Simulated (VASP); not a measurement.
# CsPbBr3 in VASP: a series of runs, part 2 of 2

VASP 6.6.1. The steps go on from the part before.

**3. Single point, PBEsol (strain -0.030 along x and y, -0.015 along z)**

Input file INCAR:

```
SYSTEM = CsPbBr3
PREC = Accurate
ENCUT = 520
EDIFF = 1E-6
ISMEAR = 0
SIGMA = 0.05
LREAL = .False.
LASPH = .True.
NELM = 80
ALGO = Normal
ISIF = 2
LWAVE = .False.
LCHARG = .True.
GGA = PS
LELF = .True.
LVHAR = .True.
NBANDS = 30
```

Input file KPOINTS:

```
regular mesh
0
Gamma
  6 6 6
  0 0 0
```

Input file POSCAR:

```
CsPbBr3
1.0
    5.6939000000      0.0000000000      0.0000000000
    0.0000000000      5.6939000000      0.0000000000
    0.0000000000      0.0000000000      5.7819500000
Cs Pb Br
1 1 3
Direct
    0.0000000000      0.0000000000      0.0000000000
    0.5000000000      0.5000000000      0.5000000000
    0.0000000000      0.5000000000      0.5000000000
    0.5000000000      0.0000000000      0.5000000000
    0.5000000000      0.5000000000      0.0000000000
```

Potentials or basis: VASP PAW PBE potentials, release 64 (Cs_sv, Pb_d, Br).

Command:

```
> cat potpaw_PBE.64/Cs_sv/POTCAR potpaw_PBE.64/Pb_d/POTCAR potpaw_PBE.64/Br/POTCAR > POTCAR
> mpirun -np 1 vasp_std > vasp.out
```

Wall time 2.6 min (1 thread of AMD EPYC 9R14 (Zen 4), shared host); peak memory 0.38 GiB.

The run converged. Its results:

```yaml
Free_energy: -16.7127 eV
Pressure: 2.0 GPa
Band_gap_on_the_k_mesh: 0.99 eV
```

Stress tensor (GPa, compression positive):
```
2.33 0.00 0.00
0.00 2.33 0.00
0.00 0.00 1.38
```

Levels at points of the mesh, in eV from the valence-band top:
```tsv
k point	band 18	band 19	band 20	band 21	band 22	band 23	band 24	band 25	band 26	band 27
(0.00, 0.00, 0.00)	-2.76	-2.76	-2.60	-2.60	-2.60	2.45	3.41	3.45	4.19	4.19
(0.50, 0.00, 0.00)	-2.93	-2.93	-2.75	-2.75	-1.69	2.32	4.02	4.58	4.64	4.84
(0.50, 0.50, 0.00)	-3.05	-3.05	-2.78	-2.19	-0.78	1.73	1.73	4.49	4.69	5.17
(0.00, 0.00, 0.50)	-2.90	-2.90	-2.75	-2.75	-1.82	2.26	3.96	4.54	4.55	4.86
(0.50, 0.00, 0.50)	-3.04	-3.01	-2.79	-2.22	-0.89	1.67	1.78	4.68	4.74	5.12
(0.50, 0.50, 0.50)	-2.77	-2.20	-2.20	-2.18	0.00	0.99	1.11	1.11	3.94	4.66
```

Caveat: the cell differs from its parent crystal (strain -0.030 along x and y, -0.015 along z); the PAW data sets were made with another functional, which shifts forces and pressure a little; spin-orbit coupling is left out, which moves the levels of the heavy elements. A k mesh can miss the band edges.

**4. Single point, PBEsol (strain -0.030 along x and y, +0.000 along z)**

Input file INCAR:

```
PREC     = Accurate       # precision mode
ENCUT    = 520            # plane-wave cutoff, eV
EDIFF    = 1E-6           # SCF threshold, eV
ISMEAR   = 0              # smearing method
SIGMA    = 0.05           # smearing width, eV
LREAL    = F              # projectors in reciprocal space
LASPH    = T              # aspherical terms in the spheres
NELM     = 60             # most SCF steps
ALGO     = Normal         # electronic algorithm
ISIF     = 2              # what is computed and relaxed
LWAVE    = F              # write WAVECAR
LCHARG   = F              # write CHGCAR
GGA      = PS             # functional
NBANDS   = 30             # bands
```

Input file KPOINTS:

```
regular mesh
0
Gamma
  6 6 6
```

Edit POSCAR of step 3 so:

```diff
@@ -4,3 +4,3 @@
     0.0000000000      5.6939000000      0.0000000000
-    0.0000000000      0.0000000000      5.7819500000
+    0.0000000000      0.0000000000      5.8700000000
 Cs Pb Br
```

Command:

```
> cat potpaw_PBE.64/Cs_sv/POTCAR potpaw_PBE.64/Pb_d/POTCAR potpaw_PBE.64/Br/POTCAR > POTCAR
> mpirun -np 1 vasp_std > vasp.out
```

Run time: 2.5 min. Hardware: 1 thread of AMD EPYC 9R14 (Zen 4), shared host; peak memory 0.39 GiB.

It converged, with:

* Free energy: -16.7292 eV
* Pressure: 1.6 GPa
* Band gap on the k mesh: 0.98 eV

Stress tensor (GPa, compression positive):
```
2.19 0.00 0.00
0.00 2.19 0.00
0.00 0.00 0.45
```

Levels at points of the mesh, in eV from the valence-band top:
| k point | band 18 | band 19 | band 20 | band 21 | band 22 | band 23 | band 24 | band 25 | band 26 | band 27 |
| --- | --- | --- | --- | --- | --- | --- | --- | --- | --- | --- |
| (0.00, 0.00, 0.00) | -2.64 | -2.64 | -2.50 | -2.50 | -2.50 | 2.52 | 3.50 | 3.58 | 4.28 | 4.28 |
| (0.50, 0.00, 0.00) | -2.83 | -2.82 | -2.64 | -2.64 | -1.60 | 2.37 | 4.10 | 4.65 | 4.76 | 4.87 |
| (0.50, 0.50, 0.00) | -2.90 | -2.90 | -2.68 | -2.08 | -0.69 | 1.78 | 1.78 | 4.34 | 4.77 | 5.27 |
| (0.00, 0.00, 0.50) | -2.76 | -2.76 | -2.64 | -2.64 | -1.85 | 2.26 | 3.98 | 4.56 | 4.60 | 4.96 |
| (0.50, 0.00, 0.50) | -2.92 | -2.87 | -2.70 | -2.13 | -0.90 | 1.66 | 1.89 | 4.75 | 4.85 | 5.18 |
| (0.50, 0.50, 0.50) | -2.68 | -2.11 | -2.11 | -2.07 | 0.00 | 0.98 | 1.21 | 1.21 | 4.02 | 4.72 |

Caveat: the cell differs from its parent crystal (strain -0.030 along x and y, +0.000 along z); the PAW data sets were made with another functional, which shifts forces and pressure a little; spin-orbit coupling is left out, which moves the levels of the heavy elements.

**5. Single point, PBEsol (strain -0.015 along x and y, -0.030 along z)**

Input file INCAR:

```
SYSTEM = CsPbBr3
ALGO = Normal
EDIFF = 1E-7
ENCUT = 520
GGA = PS
ISIF = 2
ISMEAR = 0
LASPH = .TRUE.
LCHARG = .FALSE.
LREAL = .FALSE.
LWAVE = .FALSE.
NBANDS = 30
NELM = 80
PREC = Accurate
SIGMA = 0.05
```

Input file KPOINTS:

```
k-points
0
G
  6 6 6
  0 0 0
```

Edit POSCAR of step 4 so:

```diff
@@ -2,5 +2,5 @@
 1.0
-    5.6939000000      0.0000000000      0.0000000000
-    0.0000000000      5.6939000000      0.0000000000
-    0.0000000000      0.0000000000      5.8700000000
+    5.7819500000      0.0000000000      0.0000000000
+    0.0000000000      5.7819500000      0.0000000000
+    0.0000000000      0.0000000000      5.6939000000
 Cs Pb Br
```

Command:

```
> cat potpaw_PBE.64/Cs_sv/POTCAR potpaw_PBE.64/Pb_d/POTCAR potpaw_PBE.64/Br/POTCAR > POTCAR
> mpirun -np 1 vasp_std > vasp.out
```

Wall time 90 s (1 thread of Intel Xeon 6975P-C (Granite Rapids), shared host); peak memory 0.44 GiB.

It converged, with:

```
Free energy            : -16.7452 eV
Pressure               : 1.6 GPa
Band gap on the k mesh : 1.11 eV
```

Stress tensor (GPa, compression positive):
```
1.25 0.00 0.00
0.00 1.25 0.00
0.00 0.00 2.18
```

Levels at points of the mesh, in eV from the valence-band top:
| k point | band 18 | band 19 | band 20 | band 21 | band 22 | band 23 | band 24 | band 25 | band 26 | band 27 |
| --- | --- | --- | --- | --- | --- | --- | --- | --- | --- | --- |
| (0.00, 0.00, 0.00) | -2.65 | -2.63 | -2.49 | -2.49 | -2.49 | 2.54 | 3.54 | 3.57 | 4.29 | 4.35 |
| (0.50, 0.00, 0.00) | -2.79 | -2.78 | -2.63 | -2.63 | -1.72 | 2.32 | 4.05 | 4.64 | 4.67 | 4.96 |
| (0.50, 0.50, 0.00) | -2.88 | -2.88 | -2.68 | -2.11 | -0.90 | 1.78 | 1.78 | 4.77 | 4.86 | 5.20 |
| (0.00, 0.00, 0.50) | -2.83 | -2.80 | -2.63 | -2.63 | -1.59 | 2.38 | 4.11 | 4.66 | 4.77 | 4.93 |
| (0.50, 0.00, 0.50) | -2.92 | -2.90 | -2.68 | -2.09 | -0.79 | 1.73 | 1.85 | 4.61 | 4.78 | 5.24 |
| (0.50, 0.50, 0.50) | -2.67 | -2.10 | -2.08 | -2.08 | 0.00 | 1.11 | 1.11 | 1.23 | 4.04 | 4.75 |

Caveat: the cell differs from its parent crystal (strain -0.015 along x and y, -0.030 along z); the PAW data sets were made with another functional, which shifts forces and pressure a little; spin-orbit coupling is left out, which moves the levels of the heavy elements.

**6. Single point, PBEsol (strain +0.000 along x and y, -0.030 along z)**

Input file INCAR:

```
SYSTEM = CsPbBr3
ALGO     = Normal         ! electronic algorithm
EDIFF    = 1E-6           ! SCF threshold, eV
ENCUT    = 520            ! plane-wave cutoff, eV
GGA      = PS             ! functional
ISIF     = 2              ! what is computed and relaxed
ISMEAR   = 0              ! smearing method
LASPH    = .TRUE.         ! aspherical terms in the spheres
LCHARG   = .TRUE.         ! write CHGCAR
LELF     = .TRUE.         ! ELF
LREAL    = .FALSE.        ! projectors in reciprocal space
LVHAR    = .TRUE.       
LWAVE    = .FALSE.        ! write WAVECAR
NBANDS   = 30             ! bands
NELM     = 100            ! most SCF steps
PREC     = Accurate       ! precision mode
SIGMA    = 0.05           ! smearing width, eV
```

KPOINTS is that of step 5.

Edit POSCAR of step 5 so:

```diff
@@ -2,4 +2,4 @@
 1.0
-    5.7819500000      0.0000000000      0.0000000000
-    0.0000000000      5.7819500000      0.0000000000
+    5.8700000000      0.0000000000      0.0000000000
+    0.0000000000      5.8700000000      0.0000000000
     0.0000000000      0.0000000000      5.6939000000
```

Potentials or basis: VASP PAW PBE potentials, release 64 (Cs_sv, Pb_d, Br).

Command:

```
> cat potpaw_PBE.64/Cs_sv/POTCAR potpaw_PBE.64/Pb_d/POTCAR potpaw_PBE.64/Br/POTCAR > POTCAR
> mpirun -np 1 vasp_std > vasp.out
```

Wall time 86 s (1 thread of Intel Xeon 6975P-C (Granite Rapids), shared host); peak memory 0.45 GiB.

It converged, with:

| Item | Value |
| --- | --- |
| Free energy | -16.7723 eV |
| Pressure | 0.8 GPa |
| Band gap on the k mesh | 1.20 eV |

Stress tensor (GPa, compression positive):
```
0.23 0.00 0.00
0.00 0.23 0.00
0.00 0.00 1.90
```

Levels at points of the mesh, in eV from the valence-band top:
```tsv
k point	band 18	band 19	band 20	band 21	band 22	band 23	band 24	band 25	band 26	band 27
(0.00, 0.00, 0.00)	-2.43	-2.39	-2.28	-2.28	-2.28	2.69	3.74	3.81	4.46	4.58
(0.50, 0.00, 0.00)	-2.55	-2.53	-2.41	-2.40	-1.65	2.38	4.16	4.77	4.81	5.08
(0.50, 0.50, 0.00)	-2.62	-2.62	-2.50	-1.93	-0.91	1.88	1.88	4.92	5.08	5.33
(0.00, 0.00, 0.50)	-2.63	-2.56	-2.41	-2.41	-1.41	2.49	4.28	4.81	5.00	5.02
(0.50, 0.00, 0.50)	-2.69	-2.65	-2.49	-1.90	-0.70	1.77	2.00	4.57	4.92	5.38
(0.50, 0.50, 0.50)	-2.48	-1.91	-1.88	-1.88	0.00	1.20	1.20	1.43	4.20	4.89
```

Caveat: the cell differs from its parent crystal (strain +0.000 along x and y, -0.030 along z); the PAW data sets were made with another functional, which shifts forces and pressure a little; spin-orbit coupling is left out, which moves the levels of the heavy elements.

**7. Overview**

```tsv
cell	gap on the mesh (eV)	pressure (GPa)
a = 6.046 Å, 5 atoms	1.75	-1.5
a = 5.694, b = 5.694, c = 5.782 Å, 5 atoms	0.99	2.0
a = 5.694, b = 5.694, c = 5.870 Å, 5 atoms	0.98	1.6
a = 5.782, b = 5.782, c = 5.694 Å, 5 atoms	1.11	1.6
a = 5.870, b = 5.870, c = 5.694 Å, 5 atoms	1.20	0.8
```

Alike in all rows: task single point; level PBEsol; potentials or basis VASP PAW PBE potentials, release 64 (Cs_sv, Pb_d, Br); no spin polarisation; k mesh 6 × 6 × 6; cutoff (eV) 520; smearing gaussian 0.05 eV.

Caveats: the PAW data sets were made with another functional, which shifts forces and pressure a little; spin-orbit coupling is left out, which moves the levels of the heavy elements.

Total energies depend on the potentials used, so only differences within one code and one set of settings carry meaning.
